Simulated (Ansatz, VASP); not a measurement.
## Two plane-wave programs on HfO2

```xyz
3
Lattice="0.0000 2.5403 2.5403 2.5403 0.0000 2.5403 2.5403 2.5403 0.0000" Properties=species:S:1:pos:R:3 pbc="T T T"
Hf    0.0000    0.0000    0.0000
O     1.2702    1.2702    1.2702
O     3.8105    3.8105    3.8105
```

Change from the starting cell: volume scaled by 0.98, ions relaxed.

Alike in both runs: functional PBE; k mesh 10 × 10 × 10; occupations fermi-dirac, width 0.02 eV; no spin polarisation.

Ansatz relaxed the structure, and its values are those at the end. VASP's run is a single point on that final structure, the one shown.

|  | VASP | Ansatz |
| --- | --- | --- |
| version | VASP 6.6.1 | Ansatz 0.2.0 |
| potentials or method | VASP PAW PBE potentials, release 64 (Hf_pv, O) | plane-wave PAW, scalar-relativistic |
| plane-wave cutoff (eV) | 520 | 420 |
| valence electrons in the cell | 22 | 38 |

|  | VASP | Ansatz | Ansatz less VASP |
| --- | --- | --- | --- |
| gap on the k mesh at the Fermi level (eV) | 3.78 | 3.77 | -0.014 |
| pressure (GPa) | -1.2 | 2.5 | +3.72 |

VASP's potentials hold 22 valence electrons a cell and Ansatz's 38, so a difference there can come from the potentials and not from the codes. Ansatz's warnings: stress scf threshold loose.

Neither program's run includes spin-orbit coupling.
